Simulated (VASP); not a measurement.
**Li2O: single point with PBEsol**

Li2O:

```xyz
3
Lattice="2.2347 2.2347 0.0000 -2.2347 2.2347 0.0000 0.0000 2.2347 2.2347" Properties=species:S:1:pos:R:3 pbc="T T T"
Li   -1.1173    3.3520    1.1173
Li    1.1173    3.3520    1.1173
O     0.0000    0.0000    0.0000
```

```
Program                : VASP 6.6.1
Task                   : single point
Functional             : PBEsol
Potentials or basis    : VASP PAW PBE potentials, release 64 (Li_sv, O)
Cutoff                 : 750 eV
k mesh                 : 8 × 8 × 8
Occupations            : gaussian, width 0.01 eV
Spin                   : no spin polarisation
Dipole correction      : no
Further INCAR settings : ALGO = Normal; EDIFF = 1e-06; NBANDS = 13
```

```
Pressure               : 7.3 GPa
Band gap on the k mesh : 5.00 eV (least direct gap 5.92 eV)
```

Levels at points of the mesh, in eV from the valence-band top:
| k point | band 3 | band 4 | band 5 | band 6 | band 7 | band 8 | band 9 | band 10 |
| --- | --- | --- | --- | --- | --- | --- | --- | --- |
| (0.00, 0.00, 0.00) | -15.51 | 0.00 | 0.00 | 0.00 | 5.92 | 12.35 | 12.35 | 12.35 |
| (0.50, 0.00, 0.00) | -15.28 | -3.06 | -0.51 | -0.51 | 9.74 | 10.74 | 12.46 | 12.46 |
| (0.50, 0.50, 0.00) | -15.25 | -1.69 | -1.58 | -1.58 | 5.00 | 14.35 | 14.35 | 15.97 |

Run time: 10 s on 1 thread of AMD EPYC 7R43 64-Core Processor (Zen 3), with other jobs on the host, peak memory 0.12 GiB.

Caveat: the cell stands under pressure; the PAW data sets were made with another functional, which shifts forces and pressure a little. A k mesh can miss the band edges.
